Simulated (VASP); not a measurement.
# InSb3 (Fm-3m) in VASP: settings compared

InSb3 is run at these levels: LDA, PBE; tasks: single point.

Program: VASP 6.6.1. These are calculated values, not measurements. Logs are shortened: lines on timing, memory, paths and dates and some standing lists are left out, and cuts for length are marked.

## Step 1: The cell of the first run

It takes space group Fm-3m (No. 225, cubic). The conventional cell has a = 7.434 Å, b = 7.434 Å, c = 7.434 Å, α = 90.00°, β = 90.00°, γ = 90.00°. Within 4.2 Å of Sb (site symmetry m-3m) lie 8 Sb at 3.22 Å and 6 In at 3.72 Å. Within 4.2 Å of Sb (site symmetry -43m) lie 10 Sb at 3.22 to 3.72 Å and 4 In at 3.22 Å. Within 4.2 Å of In (site symmetry m-3m) lie 14 Sb at 3.22 to 3.72 Å.

## Step 2: Single point, LDA

INCAR reads:

```
SYSTEM = InSb3
ALGO     = Normal         ! electronic algorithm
EDIFF    = 1E-7           ! SCF threshold, eV
ENCUT    = 520            ! plane-wave cutoff, eV
GGA      = CA             ! functional
ISIF     = 2              ! what is computed and relaxed
ISMEAR   = -1             ! smearing method
LASPH    = .True.         ! aspherical terms in the spheres
LCHARG   = .False.        ! write CHGCAR
LREAL    = .False.        ! projectors in reciprocal space
LWAVE    = .False.        ! write WAVECAR
NBANDS   = 22             ! bands
NELM     = 80             ! most SCF steps
PREC     = Accurate       ! precision mode
SIGMA    = 0.05           ! smearing width, eV
```

KPOINTS reads:

```
k-points
0
Gamma
  6 6 6
  0 0 0
```

POSCAR reads:

```
InSb3
1.0
    0.0000000000      3.7170933668      3.7170933668
    3.7170933668      0.0000000000      3.7170933668
    3.7170933668      3.7170933668      0.0000000000
Sb In
3 1
Direct
    0.5000000000      0.5000000000      0.5000000000
    0.7500000000      0.7500000000      0.7500000000
    0.2500000000      0.2500000000      0.2500000000
    0.0000000000      0.0000000000      0.0000000000
```

Potentials or basis: VASP PAW LDA potentials, release 64 (Sb, In_d).

Command:

```
$ cat potpaw_LDA.64/Sb/POTCAR potpaw_LDA.64/In_d/POTCAR > POTCAR
$ mpirun -np 1 vasp_std > vasp.out
```

OUTCAR:

```text
SYSTEM = InSb3
   EDIFF = 1E-7
   ENCUT = 520
   GGA = CA
   ISIF = 2
   ISMEAR = -1
   LASPH = .True.
   LREAL = .False.
   NELM = 80
   PREC = Accurate

 ion  position               nearest neighbor table
   1  0.500  0.500  0.500-   3 3.22   3 3.22   3 3.22   2 3.22   3 3.22   2 3.22   2 3.22   2 3.22
                             4 3.72   4 3.72   4 3.72   4 3.72   4 3.72   4 3.72
   2  0.750  0.750  0.750-   1 3.22   1 3.22   1 3.22   1 3.22   4 3.22   4 3.22   4 3.22   4 3.22
                             3 3.72   3 3.72   3 3.72   3 3.72   3 3.72   3 3.72
   3  0.250  0.250  0.250-   4 3.22   4 3.22   4 3.22   1 3.22   4 3.22   1 3.22   1 3.22   1 3.22
                             2 3.72   2 3.72   2 3.72   2 3.72   2 3.72   2 3.72
   4  0.000  0.000  0.000-   2 3.22   2 3.22   2 3.22   2 3.22   3 3.22   3 3.22   3 3.22   3 3.22
                             1 3.72   1 3.72   1 3.72   1 3.72   1 3.72   1 3.72

  LATTYP: Found a face centered cubic cell.
 ALAT       =     7.4341867336

  Lattice vectors:

 A1 = (   0.0000000000,   3.7170933668,   3.7170933668)
 A2 = (   3.7170933668,   0.0000000000,   3.7170933668)
 A3 = (   3.7170933668,   3.7170933668,   0.0000000000)

Analysis of symmetry for initial positions (statically):
=====================================================================
 Subroutine PRICEL returns:
 Original cell was already a primitive cell.

 Routine SETGRP: Setting up the symmetry group for a
 face centered cubic supercell.

 Subroutine GETGRP returns: Found 48 space group operations
 (whereof 48 operations were pure point group operations)
 out of a pool of 48 trial point group operations.

The static configuration has the point symmetry O_h .

Analysis of symmetry for dynamics (positions and initial velocities):
=====================================================================
 Subroutine PRICEL returns:
 Original cell was already a primitive cell.

 Routine SETGRP: Setting up the symmetry group for a
 face centered cubic supercell.

 Subroutine GETGRP returns: Found 48 space group operations
 (whereof 48 operations were pure point group operations)
 out of a pool of 48 trial point group operations.

The dynamic configuration has the point symmetry O_h .

 Subroutine INISYM returns: Found 48 space group operations
 (whereof 48 operations are pure point group operations),
 and found     1 'primitive' translations

----------------------------------------------------------------------------------------

                                     Primitive cell

  volume of cell :     102.7165

  direct lattice vectors                    reciprocal lattice vectors
     0.000000000  3.717093367  3.717093367    -0.134513705  0.134513705  0.134513705
     3.717093367  0.000000000  3.717093367     0.134513705 -0.134513705  0.134513705
     3.717093367  3.717093367  0.000000000     0.134513705  0.134513705 -0.134513705

  length of vectors
     5.256763852  5.256763852  5.256763852     0.232984571  0.232984571  0.232984571

  position of ions in fractional coordinates (direct lattice)
     0.500000000  0.500000000  0.500000000
     0.750000000  0.750000000  0.750000000
     0.250000000  0.250000000  0.250000000
     0.000000000  0.000000000  0.000000000

  ion indices of the primitive-cell ions
   primitive index   ion index
                 1           1
                 2           2
                 3           3
                 4           4

----------------------------------------------------------------------------------------

 KPOINTS: k-points

Automatic generation of k-mesh.
 Grid dimensions read from file:
 generate k-points for:    6    6    6

 Generating k-lattice:

  Cartesian coordinates                     Fractional coordinates (reciprocal lattice)
    -0.022418951  0.022418951  0.022418951     0.166666667  0.000000000  0.000000000
     0.022418951 -0.022418951  0.022418951     0.000000000  0.166666667  0.000000000
     0.022418951  0.022418951 -0.022418951     0.000000000  0.000000000  0.166666667

  Length of vectors
     0.038830762  0.038830762  0.038830762

  Shift w.r.t. Gamma in fractional coordinates (k-lattice)
     0.000000000  0.000000000  0.000000000

 Subroutine IBZKPT returns following result:
 ===========================================

 Found     16 irreducible k-points:

 Following reciprocal coordinates:
            Coordinates               Weight
  0.000000  0.000000  0.000000      1.000000
  0.166667  0.000000  0.000000      8.000000
  0.333333  0.000000  0.000000      8.000000
  0.500000  0.000000  0.000000      4.000000
  0.166667  0.166667  0.000000      6.000000
  0.333333  0.166667  0.000000     24.000000
[... 8 lines left out ...]
 -0.333333  0.333333  0.166667     24.000000
 -0.333333  0.500000  0.166667     12.000000
   k-points           NKPTS =     16   k-points in BZ     NKDIM =     16   number of bands    NBANDS=     22
   number of dos      NEDOS =    301   number of ions     NIONS =      4
   total plane-waves  NPLWV =  64000
   dimension x,y,z NGX =    40 NGY =   40 NGZ =   40
   dimension x,y,z NGXF=    80 NGYF=   80 NGZF=   80
   ions per type =               3   1
   NGX,Y,Z   is equivalent  to a cutoff of  12.65, 12.65, 12.65 a.u.
   NGXF,Y,Z  is equivalent  to a cutoff of  25.30, 25.30, 25.30 a.u.
 SYSTEM =  InSb3
   PREC   = accura    normal or accurate (medium, high low for compatibility)
   ISTART =      0    job   : 0-new  1-cont  2-samecut
   ICHARG =      2    charge: 1-file 2-atom 10-const
   ISPIN  =      1    spin polarized calculation?
   LNONCOLLINEAR =      F non collinear calculations
   LSORBIT =      F    spin-orbit coupling
   LASPH  =      T    aspherical Exc in radial PAW
   ENCUT  =  520.0 eV  38.22 Ry    6.18 a.u.   9.77  9.77  9.77*2*pi/ulx,y,z
   NELM   =     80;   NELMIN=  2; NELMDL= -5     # of ELM steps
   EDIFF  = 0.1E-06   stopping-criterion for ELM
   LREAL  =      F    real-space projection
   EDIFFG = 0.1E-05   stopping-criterion for IOM
   NSW    =      0    number of steps for IOM
   IBRION =     -1    ionic relax: 0-MD 1-quasi-New 2-CG
   NFREE  =      0    steps in history (QN), initial steepest desc. (CG)
   ISIF   =      2    stress and relaxation
   ISYM   =      2    0-nonsym 1-usesym 2-fastsym
   POTIM  = 0.5000    time-step for ionic-motion
   TEBEG  =    0.0;   TEEND  =   0.0 temperature during run
   PSTRESS=    0.0 pullay stress
   NELECT =      28.0000    total number of electrons
   NUPDOWN=      -1.0000    fix difference up-down
   EMIN   =  10.00;   EMAX   =-10.00  energy-range for DOS
   EFERMI =   0.00;   METHOD = LEGACY
   ISMEAR =    -1;   SIGMA  =   0.05  broadening in eV -4-tet -1-fermi 0-gaus
   EFERMI_NEDOS =   21; number of points for ismear=-14 and -15
   IALGO  =     38    algorithm
   IMIX   =      4    mixing-type and parameters
     AMIX     =   0.40;   BMIX     =  1.00
     AMIX_MAG =   1.60;   BMIX_MAG =  1.00
  volume/ion in A,a.u.               =      25.68       173.29
  Fermi-wavevector in a.u.,A,eV,Ry     =   1.061485  2.005917 15.330383  1.126751
  Thomas-Fermi vector in A             =   2.196903
   LORBIT       =      0    0 simple, 1 ext, 2 COOP (PROOUT), +10 PAW based schemes
   GGA     = CA    functional components
   LHFCALC =     F    Hartree Fock is set to
   AEXX    =    0.0000 exact exchange contribution
   IVDW    =     0    specifies the selected vdW correction
   LEPSILON=     F    determine dielectric tensor
   LRPA    =     F    only Hartree local field effects (RPA)
 non-spin polarized calculation
  energy-cutoff  :      520.00
  volume of cell :      102.72
 maximum number of plane-waves:      2788
   NGX = 19   NGY = 19   NGZ = 19

 number of electron      28.0000006 magnetization

 Free energy of the ion-electron system (eV)
  ---------------------------------------------------
  ext. energy  EPLUGINS =         0.00000000
  ---------------------------------------------------
  free energy    TOTEN  =       -17.05354700 eV

  energy without entropy =      -17.02534274  energy(sigma->0) =      -17.03944487

 E-fermi :   8.7296     XC(G=0): -10.5876

 val. band max:        8.5905957412   @ k =   0.5000   0.3333   0.0000
 cond. band min:       8.7500893630   @ k =   0.3333   0.1667   0.0000
 fundamental gap:      0.1594936218
 Fermi energy:         8.7295947155

 k-point     1 :       0.0000    0.0000    0.0000
  band No.  band energies     occupation
      1      -5.9690      2.00000
      2      -5.9690      2.00000
      3      -5.9690      2.00000
      4      -5.9295      2.00000
      5      -5.9295      2.00000
      6      -4.0931      2.00000
[... 14 lines left out ...]
     21      15.7079      0.00000
     22      15.7079      0.00000

 k-point     2 :       0.1667    0.0000    0.0000
  band No.  band energies     occupation
      1      -5.9739      2.00000
      2      -5.9669      2.00000
      3      -5.9669      2.00000
      4      -5.9302      2.00000
      5      -5.9302      2.00000
      6      -3.8748      2.00000
[... 14 lines left out ...]
     21      14.0127      0.00000
     22      15.1274      0.00000

 k-point     3 :       0.3333    0.0000    0.0000
  band No.  band energies     occupation
      1      -5.9849      2.00000
      2      -5.9634      2.00000
      3      -5.9634      2.00000
      4      -5.9310      2.00000
      5      -5.9310      2.00000
      6      -3.2362      2.00000
[... 14 lines left out ...]
     21      13.2965      0.00000
     22      14.8692      0.00000
[... 276 lines left out ...]
 k-point    15 :      -0.3333    0.3333    0.1667
  band No.  band energies     occupation
      1      -5.9813      2.00000
      2      -5.9744      2.00000
      3      -5.9552      2.00000
      4      -5.9400      2.00000
      5      -5.9304      2.00000
      6      -1.9306      2.00000
[... 14 lines left out ...]
     21      13.7867      0.00000
     22      16.3526      0.00000

 k-point    16 :      -0.3333    0.5000    0.1667
  band No.  band energies     occupation
      1      -5.9906      2.00000
      2      -5.9661      2.00000
      3      -5.9526      2.00000
      4      -5.9445      2.00000
      5      -5.9288      2.00000
      6      -1.4575      2.00000
[... 14 lines left out ...]
     21      13.1194      0.00000
     22      15.4867      0.00000

------------------------ aborting loop because EDIFF is reached ----------------------------------------

  FORCE on cell =-STRESS in cart. coord.  units (eV):
  Direction    XX          YY          ZZ          XY          YZ          ZX
  --------------------------------------------------------------------------------------
  -------------------------------------------------------------------------------------
  Total       -0.6855350     -0.6855350     -0.6855350      0.0000000     -0.0000000      0.0000000
  in kB      -10.6930054    -10.6930054    -10.6930054      0.0000000     -0.0000000      0.0000000
  external PRESSURE =     -10.6930054 kB  Pullay stress =       0.0000000 kB

 VOLUME and BASIS-vectors are now :
 -----------------------------------------------------------------------------
  energy-cutoff  :      520.00
  volume of cell :      102.72
      direct lattice vectors                 reciprocal lattice vectors
     0.000000000  3.717093367  3.717093367    -0.134513705  0.134513705  0.134513705
     3.717093367  0.000000000  3.717093367     0.134513705 -0.134513705  0.134513705
     3.717093367  3.717093367  0.000000000     0.134513705  0.134513705 -0.134513705

 POSITION                                       TOTAL-FORCE (eV/Angst)
 -----------------------------------------------------------------------------------
      3.71709      3.71709      3.71709         0.000000      0.000000      0.000000
      5.57564      5.57564      5.57564        -0.000000     -0.000000     -0.000000
      1.85855      1.85855      1.85855         0.000000      0.000000      0.000000
      0.00000      0.00000      0.00000         0.000000      0.000000      0.000000
 -----------------------------------------------------------------------------------
    total drift:                               -0.000000      0.000000      0.000000

  FREE ENERGIE OF THE ION-ELECTRON SYSTEM (eV)
  ---------------------------------------------------
  free  energy   TOTEN  =       -17.0535470034 eV

  energy  without entropy=      -17.0253427439  energy(sigma->0) =      -17.03944487
```

It took 44 s on 1 thread of Intel Xeon 8259CL, shared host; peak memory 0.21 GiB.

Results:

* Free energy: -17.0535 eV
* Pressure: -1.1 GPa
* Band gap on the k mesh: zero (bands 14 and 15 overlap by 3.41 eV)

Levels at points of the mesh, in eV from the Fermi level:
```tsv
k point	band 12	band 13	band 14	band 15	band 16	band 17
(0.00, 0.00, 0.00)	-2.66	-2.66	-2.66	-2.38	-0.94	-0.94
(0.50, 0.00, 0.00)	-2.92	-2.92	-0.28	-0.15	1.90	1.90
(0.50, 0.50, 0.00)	0.38	0.86	0.86	1.32	1.73	1.75
```

Caveat: spin-orbit coupling is left out, which moves the levels of the heavy elements.

## Step 3: Single point, PBE

INCAR reads:

```
SYSTEM = InSb3
ALGO     = Normal         ! electronic algorithm
EDIFF    = 1E-6           ! SCF threshold, eV
ENCUT    = 520            ! plane-wave cutoff, eV
GGA      = PE             ! functional
ISIF     = 2              ! what is computed and relaxed
ISMEAR   = -1             ! smearing method
LASPH    = .TRUE.         ! aspherical terms in the spheres
LCHARG   = .TRUE.         ! write CHGCAR
LELF     = .TRUE.         ! ELF
LREAL    = .FALSE.        ! projectors in reciprocal space
LVHAR    = .TRUE.       
LWAVE    = .FALSE.        ! write WAVECAR
NBANDS   = 22             ! bands
NELM     = 60             ! most SCF steps
PREC     = Accurate       ! precision mode
SIGMA    = 0.05           ! smearing width, eV
```

KPOINTS reads:

```
k-points
0
G
  6 6 6
  0 0 0
```

POSCAR is that of step 2.

Potentials or basis: VASP PAW PBE potentials, release 64 (Sb, In_d).

Command:

```
$ cat potpaw_PBE.64/Sb/POTCAR potpaw_PBE.64/In_d/POTCAR > POTCAR
$ mpirun -np 1 vasp_std > vasp.out
```

Run time: 71 s. Hardware: 1 thread of Intel Xeon 8259CL, shared host; peak memory 0.25 GiB.

It converged, with:

```yaml
Free_energy: -14.1876 eV
Pressure: 3.3 GPa
Band_gap_on_the_k_mesh: zero (bands 14 and 15 overlap by 3.28 eV)
```

Levels at points of the mesh, in eV from the Fermi level:
| k point | band 10 | band 11 | band 12 | band 13 | band 14 | band 15 | band 16 | band 17 | band 18 | band 19 |
| --- | --- | --- | --- | --- | --- | --- | --- | --- | --- | --- |
| (0.00, 0.00, 0.00) | -2.78 | -2.78 | -2.69 | -2.69 | -2.69 | -2.24 | -0.94 | -0.94 | -0.94 | 3.26 |
| (0.50, 0.00, 0.00) | -3.78 | -3.78 | -2.95 | -2.95 | -0.25 | -0.10 | 1.90 | 1.90 | 2.94 | 2.94 |
| (0.50, 0.50, 0.00) | -5.54 | -5.54 | 0.42 | 0.86 | 0.86 | 1.38 | 1.76 | 1.77 | 1.77 | 4.18 |

Caveat: the cell stands under pressure; spin-orbit coupling is left out, which moves the levels of the heavy elements.

The gap in the log of VASP goes by the Fermi energy; the results here count the filled bands.